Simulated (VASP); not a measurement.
Here is a VASP 6.6.1 calculation.

Contents of POSCAR:

```
Cu
1.0
   -1.4427933200      1.4427933200      1.3760814500
    1.4427933200     -1.4427933200      1.3760814500
    1.4427933200      1.4427933200     -1.3760814500
Cu
1
Direct
    0.0000000000      0.0000000000      0.0000000000
```

INCAR.step1

```
ALGO = Normal
EDIFF = 1E-5
ENCUT = 520
GGA = PE
GGA_COMPAT = F
ISIF = 2
ISMEAR = 0
LASPH = T
LCHARG = F
LREAL = F
LWAVE = T
NBANDS = 12
NELM = 120
PREC = Accurate
SIGMA = 0.1
```

File INCAR.step2:

```
AEXX = 0.25
ALGO = Normal
EDIFF = 1E-6
ENCUT = 520
GGA = PE
GGA_COMPAT = F
ISIF = 2
ISMEAR = 0
ISTART = 1
IVDW = 12
LASPH = T
LCHARG = F
LHFCALC = T
LREAL = F
LWAVE = F
NBANDS = 12
NELM = 120
PREC = Accurate
PRECFOCK = Normal
SIGMA = 0.1
```

File KPOINTS:

```
k-points
0
Gamma
  8 8 8
```

Potentials or basis: VASP PAW PBE potentials, release 64 (Cu).

The run is started by

```sh
$ cat potpaw_PBE.64/Cu/POTCAR > POTCAR
$ cp INCAR.step1 INCAR
$ mpirun -np 1 vasp_std > vasp.out
$ cp INCAR.step2 INCAR
$ mpirun -np 1 vasp_std > vasp.out
```

Task: Predict the dispersion energy per atom.

Result: -0.649 eV.

Task: Estimate the pressure.

Result: -2.6 GPa.

Task: Estimate the band gap on the k mesh.

Result: Zero (an odd number of electrons rules out a gap without spin polarisation).

Stress tensor (GPa, compression positive):
```
-2.46  0.00  0.00
 0.00 -2.46  0.00
 0.00  0.00 -2.76
```

Caveat: the k points lie up to 0.39 Å⁻¹ apart, too coarse for converged energies and pressures of a metal; three body term missing; the PAW data sets were made with another functional, which shifts forces and pressure a little.
